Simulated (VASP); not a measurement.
A run of VASP 6.6.1:

The input INCAR:

```
SYSTEM = CsMo3P
ALGO = Normal
EDIFF = 1E-7
ENCUT = 520
GGA = PE
ISIF = 2
ISMEAR = 0
LASPH = .TRUE.
LCHARG = .FALSE.
LREAL = .FALSE.
LWAVE = .FALSE.
NBANDS = 36
NELM = 100
PREC = Accurate
SIGMA = 0.1
```

Contents of KPOINTS:

```
k-points
0
G
  6 4 4
  0 0 0
```

Contents of POSCAR:

```
CsMo3P
1.0
    3.1395202811      0.0000000000      0.0000000000
    0.0000000000      4.8397472498      0.0000000000
    0.0000000000      0.0000000000      6.7980688607
Cs Mo P
1 3 1
Direct
    0.0000000000      0.5000000000      0.0000000000
    0.5000000000      0.0000000000      0.0000000000
    0.0000000000      0.0000000000      0.3315045162
    0.0000000000      0.0000000000      0.6684954838
    0.0000000000      0.5000000000      0.5000000000
```

Potentials or basis: VASP PAW PBE potentials, release 64 (Cs_sv, Mo_sv, P).

Command:

```bash
$ cat potpaw_PBE.64/Cs_sv/POTCAR potpaw_PBE.64/Mo_sv/POTCAR potpaw_PBE.64/P/POTCAR > POTCAR
$ mpirun -np 1 vasp_std > vasp.out
```

Hardware: 1 thread of AMD EPYC 7571 (shared host).

Estimate the wall time of this run.

Run time: 6.1 min on 1 thread of AMD EPYC 7571 (shared host), peak memory 0.24 GiB. Counts: scf iterations 15, k points 36.
